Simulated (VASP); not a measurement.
C, 10 atoms in the cell. The typed cell holds 10 atoms: a = 3.650 Å, b = 2.465 Å, c = 9.988 Å, α = 87.64°, β = 80.03°, γ = 90.00°. 

```yaml
Program: VASP 6.6.1
Task: single point
Functional: PBE
Dispersion: D3(BJ)
Potentials_or_basis: VASP PAW PBE potentials, release 64 (C)
Cutoff: 520 eV
k_mesh: 7 × 11 × 3
Occupations: gaussian, width 0.05 eV
Spin: no spin polarisation
Dipole_correction: no
Further_INCAR_settings: ALGO = Normal; EDIFF = 1e-07; NBANDS = 31
```

Potentials or basis: VASP PAW PBE potentials, release 64 (C).

Run with:

```bash
$ cat potpaw_PBE.64/C/POTCAR > POTCAR
$ mpirun -np 1 vasp_std > vasp.out
```

Hardware: 1 thread of Intel(R) Xeon(R) Platinum 8259CL CPU @ 2.50GHz (Skylake/Cascade Lake) (shared host).

Q: How long does it take, and how much memory?

A: It took 5.7 min on 1 thread of Intel(R) Xeon(R) Platinum 8259CL CPU @ 2.50GHz (Skylake/Cascade Lake), on a shared host, peak memory 0.33 GiB. Counts: scf iterations 14, k points 116.
